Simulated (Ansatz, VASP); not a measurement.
**HgTe in VASP and in Ansatz**

Contents of INCAR:

```
SYSTEM = HgTe
PREC = Accurate ; ENCUT = 520
EDIFF = 1E-7 ; ISMEAR = -1
SIGMA = 0.05 ; LREAL = .FALSE.
LASPH = .TRUE. ; NELM = 100
ALGO = Normal ; ISIF = 2
LWAVE = .FALSE. ; LCHARG = .FALSE.
GGA = PE ; NBANDS = 16
```

File KPOINTS:

```
Automatic mesh
0
G
  6 6 6
  0 0 0
```

POSCAR

```
HgTe
1.0
    0.0000000000      3.2400000000      3.2400000000
    3.2400000000      0.0000000000      3.2400000000
    3.2400000000      3.2400000000      0.0000000000
Te Hg
1 1
Direct
    0.7500000000      0.7500000000      0.7500000000
    0.0000000000      0.0000000000      0.0000000000
```

Input for Ansatz:

```yaml
crystal:
  lattice:
    - [0.0, 3.24, 3.24]
    - [3.24, 0.0, 3.24]
    - [3.24, 3.24, 0.0]
  atoms:
    - { symbol: Te, position: [0.75, 0.75, 0.75] }
    - { symbol: Hg, position: [0.0, 0.0, 0.0] }
hamiltonian:
  xc: pbe
  pseudopotentials: { kind: paw }
basis:
  ecutwfc: 420
kpoints:
  mp_grid: { grid: [6, 6, 6] }
scf:
  occupations: { method: fermi_dirac, width: 0.05 }
  lower_state_search: "off"
output:
  forces: true
  stress: true
  write_density: true
  write_potential: true
  elf: true
  volumetric_format: npy
```

Alike in both runs: task single point; functional PBE; k mesh 6 × 6 × 6; occupations fermi-dirac, width 0.05 eV; no spin polarisation.

```csv
,VASP,Ansatz
version,VASP 6.6.1,Ansatz 0.2.0
potentials or method,"VASP PAW PBE potentials, release 64 (Te, Hg), cutoff 520 eV","PAW, plane waves, scalar-relativistic"
valence electrons in the cell,18,36
```

```tsv
	VASP	Ansatz	Ansatz less VASP
pressure (GPa)	3.4	3.3	-0.07
```

The functional is the same, so the differences come from potentials, cutoffs and numerics. VASP's potentials hold 18 valence electrons a cell and Ansatz's 36, so a difference there can come from the potentials and not from the codes.

Spin-orbit coupling is off throughout.
